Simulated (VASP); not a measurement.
Input of a VASP 6.6.1 run:

INCAR

```
SYSTEM = FeSi
PREC     = Accurate       ! precision mode
ENCUT    = 520            ! plane-wave cutoff, eV
EDIFF    = 1E-6           ! SCF threshold, eV
ISMEAR   = 0              ! smearing method
SIGMA    = 0.01           ! smearing width, eV
LREAL    = .False.        ! projectors in reciprocal space
LASPH    = .True.         ! aspherical terms in the spheres
NELM     = 80             ! most SCF steps
ALGO     = Normal         ! electronic algorithm
ISIF     = 2              ! what is computed and relaxed
LWAVE    = .False.        ! write WAVECAR
LCHARG   = .False.        ! write CHGCAR
GGA      = PE             ! functional
IBRION   = 2              ! ionic algorithm
NSW      = 50             ! ionic steps
EDIFFG   = -0.01          ! ionic threshold
```

The input KPOINTS:

```
Automatic mesh
0
Gamma
  8 8 8
  0 0 0
```

Contents of POSCAR:

```
FeSi
1.0
    4.4030375975      0.0000000000      0.0000000000
    0.0000000000      4.4030375975      0.0000000000
    0.0000000000      0.0000000000      4.4030375975
Fe Si
4 4
Direct
    0.1359900664      0.1359900664      0.1359900664
    0.3640099336      0.8640099336      0.6359900664
    0.6359900664      0.3640099336      0.8640099336
    0.8640099336      0.6359900664      0.3640099336
    0.8407102846      0.8407102846      0.8407102846
    0.6592897154      0.1592897154      0.3407102846
    0.3407102846      0.6592897154      0.1592897154
    0.1592897154      0.3407102846      0.6592897154
```

Potentials or basis: VASP PAW PBE potentials, release 64 (Fe, Si).

Command:

```console
$ cat potpaw_PBE.64/Fe/POTCAR potpaw_PBE.64/Si/POTCAR > POTCAR
$ mpirun -np 1 vasp_std > vasp.out
```

(1) Estimate the band gap on the k mesh.

(2) Predict the energy gained by relaxing.

Answers

(1) 0.16 eV, indirect (least direct gap 0.17 eV).

(2) 0.6 meV/atom.
